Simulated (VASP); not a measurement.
# Si32C31 (a cell with a defect) in VASP: single point with PBEsol

Aim: the single point of Si32C31 (a cell with a defect) with PBEsol.

Everything below comes from runs of VASP 6.6.1. Logs are shortened: lines on timing, memory, paths and dates and some standing lists are left out, and cuts for length are marked.

## Step 1: The cell of the first run

The cell holds a defect, 63 atoms: a = 8.714 Å, b = 8.714 Å, c = 8.714 Å, α = 90.00°, β = 90.00°, γ = 90.00°.

## Step 2: Single point, PBEsol

File INCAR:

```
PREC = Accurate
ENCUT = 520
EDIFF = 1E-6
ISMEAR = -1
SIGMA = 0.05
LREAL = Auto
LASPH = T
NELM = 120
ALGO = Normal
ISIF = 2
LWAVE = F
LCHARG = F
GGA = PS
NBANDS = 163
ISYM = 0
GGA_COMPAT = F
```

File KPOINTS:

```
Automatic mesh
0
Gamma
  1 1 1
  0.25 0.25 0.25
```

File POSCAR:

```
Si32C31
1.0
    8.7137060000      0.0000000000      0.0000000000
    0.0000000000      8.7137060000      0.0000000000
    0.0000000000      0.0000000000      8.7137060000
Si C
32 31
Direct
    0.0002720000      0.9994700000      0.0004620000
    0.0022320000      0.0000720000      0.4997280000
    0.9962300000      0.5008880000      0.9964340000
    0.9988270000      0.5008220000      0.5009440000
    0.4995360000      0.0000730000      0.0024000000
    0.4983250000      0.0031390000      0.4985070000
    0.5007240000      0.5008590000      0.9989870000
    0.5106500000      0.4839580000      0.5109330000
    0.2491980000      0.2509990000      0.0004090000
    0.2479390000      0.2497330000      0.4992200000
    0.2524550000      0.7502420000      0.9979980000
    0.2526560000      0.7480600000      0.5012860000
    0.7502500000      0.2511150000      0.0011070000
    0.7512580000      0.2466880000      0.4972300000
    0.7492080000      0.7492510000      0.9985360000
    0.7431460000      0.7631940000      0.5133020000
    0.2496780000      0.9989000000      0.2498590000
    0.2485070000      0.9995940000      0.7508430000
    0.2526250000      0.5000020000      0.2528420000
    0.2518210000      0.5002300000      0.7485550000
    0.7506500000      0.9996340000      0.2486920000
    0.7519930000      0.0038450000      0.7521520000
    0.7483540000      0.5002470000      0.2520150000
    0.7347900000      0.4906700000      0.7348240000
    0.0002210000      0.2509860000      0.2493950000
    0.0009450000      0.2511300000      0.7504080000
    0.9977860000      0.7502660000      0.2526370000
    0.9983340000      0.7492330000      0.7493860000
    0.4990220000      0.2497820000      0.2481240000
    0.4970170000      0.2466570000      0.7513820000
    0.5010740000      0.7480710000      0.2528650000
    0.5131150000      0.7630790000      0.7433010000
    0.1251260000      0.1251550000      0.1253140000
    0.1249390000      0.1251890000      0.6247860000
    0.1247060000      0.6245910000      0.1249170000
    0.1253740000      0.6252020000      0.6254840000
    0.6245960000      0.1252220000      0.1251110000
    0.6251990000      0.1253580000      0.6253680000
    0.6252690000      0.6252220000      0.1255620000
    0.3749730000      0.3767420000      0.1245260000
    0.3711320000      0.3687700000      0.6268840000
    0.3757640000      0.8730560000      0.1267650000
    0.3747480000      0.8780930000      0.6236740000
    0.8747500000      0.3773870000      0.1257330000
    0.8755130000      0.3726410000      0.6220110000
    0.8751870000      0.8735390000      0.1245060000
    0.8790440000      0.8814170000      0.6279030000
    0.3734370000      0.1263690000      0.3736110000
    0.3731650000      0.1230540000      0.8774170000
    0.3832550000      0.6217990000      0.3834780000
    0.3836450000      0.6269560000      0.8673390000
    0.8772450000      0.1230640000      0.3733650000
    0.8769070000      0.1279370000      0.8770660000
    0.8671520000      0.6269600000      0.3838470000
    0.8656870000      0.6225280000      0.8658760000
    0.1243430000      0.3767020000      0.3751910000
    0.1255430000      0.3773980000      0.8749520000
    0.1265710000      0.8730500000      0.3759510000
    0.1243140000      0.8734960000      0.8753890000
    0.6266890000      0.3688270000      0.3713780000
    0.6218630000      0.3726370000      0.8756120000
    0.6234890000      0.8781410000      0.3749240000
    0.6277180000      0.8813850000      0.8792020000
```

Potentials or basis: VASP PAW PBE potentials, release 64 (Si, C).

Started as:

```
$ cat potpaw_PBE.64/Si/POTCAR potpaw_PBE.64/C/POTCAR > POTCAR
$ mpirun -np 1 vasp_std > vasp.out
```

OUTCAR:

```text
PREC = Accurate
   ENCUT = 520
   EDIFF = 1E-6
   ISMEAR = -1
   LREAL = Auto
   LASPH = T
   NELM = 120
   ISIF = 2
   GGA = PS
   ISYM = 0

 ion  position               nearest neighbor table
   1  0.000  0.999  0.000-  46 1.89  59 1.89  53 1.89  33 1.89  22 3.06  21 3.07  18 3.07  17 3.07
                            25 3.08   9 3.08  15 3.09  28 3.09  27 3.09  11 3.09  13 3.09  26 3.09
   2  0.002  0.000  0.500-  47 1.86  34 1.88  52 1.88  58 1.89  10 3.05  16 3.06  27 3.06  17 3.06
                            18 3.06  14 3.07  28 3.08  25 3.09  26 3.09  12 3.10  21 3.10  22 3.10
   3  0.996  0.501  0.996-  44 1.88  57 1.88  35 1.92  55 1.93  15 3.05  28 3.05  13 3.05  26 3.06
                             9 3.10  25 3.10  23 3.10  20 3.10  11 3.12  27 3.12
   4  0.999  0.501  0.501-  45 1.87  54 1.89  56 1.89  36 1.89  28 3.06  27 3.07  24 3.07  26 3.08
                            23 3.08  10 3.08  20 3.08  12 3.09  25 3.09  14 3.09  19 3.09
   5  0.500  0.000  0.002-  63 1.86  37 1.88  49 1.88  42 1.89  29 3.05  32 3.06  11 3.06  17 3.06
                            21 3.06  30 3.07  15 3.08   9 3.09  13 3.09  31 3.10  18 3.10  22 3.10
   6  0.498  0.003  0.499-  48 1.88  62 1.88  43 1.88  38 1.89  16 2.99  32 2.99  30 3.06  14 3.06
                            10 3.06  29 3.06  17 3.06  31 3.09  12 3.09  21 3.09  18 3.09  22 3.13
   7  0.501  0.501  0.999-  61 1.88  51 1.89  40 1.89  39 1.89  15 3.06  11 3.07  13 3.08  20 3.08
                            24 3.08  29 3.08  23 3.08  31 3.09   9 3.09  30 3.09  19 3.09
   8  0.511  0.484  0.511-  41 1.87  60 1.87  50 1.98  24 2.76  30 2.95  14 2.95  20 3.06  23 3.07
                            10 3.07  29 3.07
   9  0.249  0.251  0.000-  33 1.89  49 1.89  57 1.89  40 1.89  30 3.06  29 3.07  25 3.07  26 3.07
                             1 3.08  18 3.09  20 3.09   5 3.09   7 3.09  19 3.09  17 3.09   3 3.10
  10  0.248  0.250  0.499-  41 1.86  34 1.88  48 1.88  56 1.88   2 3.05  19 3.06   6 3.06  25 3.07
                             8 3.07  26 3.07  20 3.08  17 3.08   4 3.08  30 3.09  18 3.09  29 3.09
  11  0.252  0.750  0.998-  59 1.88  42 1.89  35 1.91  51 1.94  18 3.06   5 3.06   7 3.07  20 3.08
                            17 3.08   1 3.09  28 3.10  31 3.10  19 3.11   3 3.12  27 3.14
  12  0.253  0.748  0.501-  36 1.88  43 1.88  50 1.89  58 1.89  20 3.05  19 3.06  31 3.06   6 3.09
                             4 3.09  18 3.09  17 3.09   2 3.10  28 3.10  32 3.10  27 3.10
  13  0.750  0.251  0.001-  53 1.88  44 1.89  61 1.89  37 1.89   3 3.05  22 3.06  25 3.07  29 3.07
                            21 3.08   7 3.08  23 3.08  26 3.09   1 3.09   5 3.09  30 3.10  24 3.12
  14  0.751  0.247  0.497-  60 1.87  52 1.88  45 1.89  38 1.89   8 2.95  24 2.97  21 3.05   6 3.06
                            25 3.06   2 3.07  22 3.07  23 3.07  29 3.09   4 3.09  26 3.10  30 3.13
  15  0.749  0.749  0.999-  63 1.88  39 1.89  46 1.89  55 1.89  32 3.03   3 3.05   7 3.06  28 3.07
                             5 3.08  21 3.08  22 3.09   1 3.09  31 3.10  23 3.10  27 3.10
  16  0.743  0.763  0.513-  47 1.86  62 1.88  54 1.96  32 2.83  22 2.96   6 2.99  28 3.03  24 3.06
                             2 3.06  21 3.09  31 3.10
  17  0.250  0.999  0.250-  48 1.89  42 1.89  58 1.89  33 1.89   2 3.06   5 3.06   6 3.06   1 3.07
                            10 3.08  29 3.08  11 3.08  27 3.08  25 3.09   9 3.09  31 3.09  12 3.09
  18  0.249  1.000  0.751-  49 1.89  59 1.89  43 1.89  34 1.89  30 3.05  11 3.06   2 3.06   1 3.07
                            26 3.08  28 3.08   9 3.09  12 3.09  10 3.09  32 3.09   6 3.09   5 3.10
  19  0.253  0.500  0.253-  40 1.88  56 1.88  35 1.91  50 1.93  12 3.06  31 3.06  29 3.06  10 3.06
                            25 3.09   9 3.09   4 3.09   7 3.09  11 3.11  27 3.11
  20  0.252  0.500  0.749-  41 1.88  36 1.88  57 1.89  51 1.90  12 3.05   8 3.06  30 3.07   7 3.08
                            11 3.08  10 3.08  26 3.08   4 3.08   9 3.09  28 3.10   3 3.10
  21  0.751  1.000  0.249-  52 1.89  46 1.89  62 1.89  37 1.89  14 3.05  27 3.06   5 3.06   1 3.07
                            13 3.08  15 3.08  25 3.09  31 3.09  29 3.09  16 3.09   6 3.09   2 3.10
  22  0.752  0.004  0.752-  47 1.88  63 1.88  53 1.88  38 1.89  16 2.96  32 2.96  13 3.06  26 3.06
                             1 3.06  14 3.07  30 3.07  28 3.09  15 3.09   2 3.10   5 3.10   6 3.13
  23  0.748  0.500  0.252-  60 1.88  39 1.88  44 1.89  54 1.90  31 3.05   8 3.07  14 3.07   4 3.08
                            27 3.08  29 3.08  13 3.08   7 3.08  25 3.09  15 3.10   3 3.10
  24  0.735  0.491  0.735-  45 1.88  61 1.88  55 1.98   8 2.76  14 2.97  30 2.97  16 3.06  32 3.06
                             4 3.07   7 3.08  26 3.12  13 3.12
  25  0.000  0.251  0.249-  33 1.89  52 1.89  44 1.89  56 1.89  14 3.06  10 3.07   9 3.07  13 3.07
                             1 3.08  21 3.09  23 3.09   2 3.09   4 3.09  19 3.09  17 3.09   3 3.10
  26  0.001  0.251  0.750-  53 1.88  57 1.89  45 1.89  34 1.89   3 3.06  22 3.06  10 3.07   9 3.07
                            18 3.08   4 3.08  20 3.08  13 3.09   1 3.09   2 3.09  14 3.10  24 3.12
  27  0.998  0.750  0.253-  46 1.88  58 1.89  35 1.91  54 1.94  21 3.06   2 3.06   4 3.07  23 3.08
                            17 3.08   1 3.09  15 3.10  12 3.10  19 3.11   3 3.12  11 3.14
  28  0.998  0.749  0.749-  47 1.88  36 1.89  59 1.89  55 1.89  16 3.03   3 3.05   4 3.06  15 3.07
                             2 3.08  18 3.08  22 3.09   1 3.09  12 3.10  20 3.10  11 3.10
  29  0.499  0.250  0.248-  60 1.86  37 1.88  48 1.88  40 1.88   5 3.05  19 3.06   6 3.06   9 3.07
                             8 3.07  13 3.07  23 3.08   7 3.08  17 3.08  14 3.09  21 3.09  10 3.09
  30  0.497  0.247  0.751-  41 1.87  49 1.88  61 1.89  38 1.89   8 2.95  24 2.97  18 3.05   6 3.06
[... 226 lines left out ...]
   PREC   = accura    normal or accurate (medium, high low for compatibility)
   ISTART =      0    job   : 0-new  1-cont  2-samecut
   ICHARG =      2    charge: 1-file 2-atom 10-const
   ISPIN  =      1    spin polarized calculation?
   LNONCOLLINEAR =      F non collinear calculations
   LSORBIT =      F    spin-orbit coupling
   LASPH  =      T    aspherical Exc in radial PAW
   ENCUT  =  520.0 eV  38.22 Ry    6.18 a.u.  16.20 16.20 16.20*2*pi/ulx,y,z
   NELM   =    120;   NELMIN=  2; NELMDL= -5     # of ELM steps
   EDIFF  = 0.1E-05   stopping-criterion for ELM
   LREAL  =      T    real-space projection
   EDIFFG = 0.1E-04   stopping-criterion for IOM
   NSW    =      0    number of steps for IOM
   IBRION =     -1    ionic relax: 0-MD 1-quasi-New 2-CG
   NFREE  =      0    steps in history (QN), initial steepest desc. (CG)
   ISIF   =      2    stress and relaxation
   ISYM   =      0    0-nonsym 1-usesym 2-fastsym
   POTIM  = 0.5000    time-step for ionic-motion
   TEBEG  =    0.0;   TEEND  =   0.0 temperature during run
   PSTRESS=    0.0 pullay stress
   NELECT =     252.0000    total number of electrons
   NUPDOWN=      -1.0000    fix difference up-down
   EMIN   =  10.00;   EMAX   =-10.00  energy-range for DOS
   EFERMI =   0.00;   METHOD = LEGACY
   ISMEAR =    -1;   SIGMA  =   0.05  broadening in eV -4-tet -1-fermi 0-gaus
   EFERMI_NEDOS =   21; number of points for ismear=-14 and -15
   IALGO  =     38    algorithm
   IMIX   =      4    mixing-type and parameters
     AMIX     =   0.40;   BMIX     =  1.00
     AMIX_MAG =   1.60;   BMIX_MAG =  1.00
  volume/ion in A,a.u.               =      10.50        70.87
  Fermi-wavevector in a.u.,A,eV,Ry     =   1.186694  2.242527 19.160307  1.408243
  Thomas-Fermi vector in A             =   2.322861
   LORBIT       =      0    0 simple, 1 ext, 2 COOP (PROOUT), +10 PAW based schemes
   GGA     = PS    functional components
   LHFCALC =     F    Hartree Fock is set to
   AEXX    =    0.0000 exact exchange contribution
   IVDW    =     0    specifies the selected vdW correction
   LEPSILON=     F    determine dielectric tensor
   LRPA    =     F    only Hartree local field effects (RPA)
 non-spin polarized calculation
  energy-cutoff  :      520.00
  volume of cell :      661.62
 maximum number of plane-waves:     17779
 NGX is ok and might be reduce to    70
   NGX = 33   NGY = 33   NGZ = 33

 number of electron     251.9999989 magnetization

 Free energy of the ion-electron system (eV)
  ---------------------------------------------------
  ext. energy  EPLUGINS =         0.00000000
  ---------------------------------------------------
  free energy    TOTEN  =      -495.28134812 eV

  energy without entropy =     -495.28071102  energy(sigma->0) =     -495.28102957

 E-fermi :   9.5052     XC(G=0): -11.4625

 val. band max:        9.1354066991   @ k =   0.2500  -0.2500   0.2500
 cond. band min:       9.8932674406   @ k =   0.2500  -0.2500   0.2500
 fundamental gap:      0.7578607415
 Fermi energy:         9.5052053925

 k-point     1 :       0.2500    0.2500    0.2500
  band No.  band energies     occupation
      1      -7.1055      2.00000
      2      -6.3395      2.00000
      3      -6.3239      2.00000
      4      -6.2398      2.00000
      5      -5.5726      2.00000
      6      -5.5611      2.00000
[... 553 lines left out ...]
    137      12.2166      0.00000
    138      12.2321      0.00000
 [bands above 138 left out]

------------------------ aborting loop because EDIFF is reached ----------------------------------------

  FORCE on cell =-STRESS in cart. coord.  units (eV):
  Direction    XX          YY          ZZ          XY          YZ          ZX
  --------------------------------------------------------------------------------------
  -------------------------------------------------------------------------------------
  Total       -6.8631661      9.3847652     -6.8693072      1.4880714      1.4748245     -0.7513488
  in kB      -16.6198226     22.7261195    -16.6346938      3.6035092      3.5714307     -1.8194641
  external PRESSURE =      -3.5094656 kB  Pullay stress =       0.0000000 kB

 VOLUME and BASIS-vectors are now :
 -----------------------------------------------------------------------------
  energy-cutoff  :      520.00
  volume of cell :      661.62
      direct lattice vectors                 reciprocal lattice vectors
     8.713706000  0.000000000  0.000000000     0.114761733  0.000000000  0.000000000
     0.000000000  8.713706000  0.000000000     0.000000000  0.114761733  0.000000000
     0.000000000  0.000000000  8.713706000     0.000000000  0.000000000  0.114761733

 POSITION                                       TOTAL-FORCE (eV/Angst)
 -----------------------------------------------------------------------------------
      0.00237      8.70909      0.00403         0.029334      0.051305      0.025312
      0.01945      0.00063      4.35448         0.062489      0.060049     -0.077065
      8.68086      4.36459      8.68263         0.073030     -0.098032      0.071642
      8.70348      4.36402      4.36508        -0.028158      0.013413      0.027612
      4.35281      0.00064      0.02091        -0.074103      0.058961      0.062905
      4.34226      0.02735      4.34384         0.062142     -0.084542      0.063299
[... 55 lines left out ...]
      5.43290      7.65186      3.26698         0.056137      0.036780     -0.107446
      5.46975      7.68013      7.66111         0.097310     -0.116903     -0.061440
 -----------------------------------------------------------------------------------
    total drift:                                0.011048     -0.014254     -0.001406

  FREE ENERGIE OF THE ION-ELECTRON SYSTEM (eV)
  ---------------------------------------------------
  free  energy   TOTEN  =      -495.2813481178 eV

  energy  without entropy=     -495.2807110234  energy(sigma->0) =     -495.28102957
```

It took 20 min on 1 thread of Oxide Virtual Turin-like, shared host; peak memory 0.78 GiB.

What came out:

```
Free energy            : -495.2813 eV
Pressure               : -0.4 GPa
Largest force          : 0.374 eV/Å
Band gap on the k mesh : 0.76 eV
```

Forces in eV/Å, atoms in the order of the input:
```
Si   0.029  0.051  0.025
Si   0.062  0.060 -0.077
Si   0.073 -0.098  0.072
Si  -0.028  0.013  0.028
Si  -0.074  0.059  0.063
Si   0.062 -0.085  0.063
Si   0.042  0.002 -0.030
Si   0.032  0.108  0.019
Si   0.020  0.035  0.028
Si  -0.041 -0.052 -0.058
Si   0.070 -0.056 -0.021
Si   0.021  0.140  0.111
Si  -0.102  0.085 -0.024
Si   0.130  0.012  0.133
Si   0.031  0.029  0.074
Si  -0.305  0.000 -0.216
Si   0.026  0.026  0.028
Si   0.063 -0.032 -0.064
Si  -0.031 -0.055 -0.032
Si   0.023  0.113  0.101
Si  -0.065 -0.030  0.062
Si   0.052  0.111  0.058
Si   0.099  0.112  0.023
Si   0.064 -0.197  0.091
Si   0.028  0.038  0.019
Si  -0.020  0.079 -0.094
Si  -0.020 -0.059  0.074
Si   0.078  0.031  0.036
Si  -0.053 -0.053 -0.039
Si   0.142  0.016  0.143
Si   0.114  0.138  0.021
Si  -0.210  0.013 -0.303
C   -0.019 -0.033 -0.019
C   -0.016  0.010  0.109
C   -0.006  0.096 -0.006
C   -0.031 -0.045 -0.040
C    0.107  0.009 -0.013
C   -0.050 -0.021 -0.050
C   -0.039 -0.044 -0.032
C   -0.031 -0.028 -0.026
C    0.085  0.113 -0.007
C   -0.042 -0.042 -0.044
C   -0.107  0.042  0.058
C   -0.038 -0.042 -0.008
C    0.081 -0.186  0.050
C   -0.022 -0.044 -0.028
C   -0.058 -0.120  0.098
C   -0.046  0.025 -0.045
C   -0.040 -0.018 -0.048
C    0.057 -0.068  0.057
C   -0.061  0.036  0.010
C   -0.048 -0.018 -0.044
C   -0.032 -0.065 -0.030
C    0.013  0.038 -0.059
C   -0.052  0.157 -0.053
C   -0.024 -0.028 -0.034
C   -0.008 -0.044 -0.041
C   -0.042 -0.042 -0.040
C   -0.031 -0.042 -0.022
C   -0.011  0.106  0.081
C    0.046 -0.179  0.082
C    0.056  0.037 -0.107
C    0.097 -0.117 -0.061
```

Stress tensor (GPa, compression positive):
```
-1.66  0.36 -0.18
 0.36  2.27  0.36
-0.18  0.36 -1.66
```

Caveat: the PAW data sets were made with another functional, which shifts forces and pressure a little.
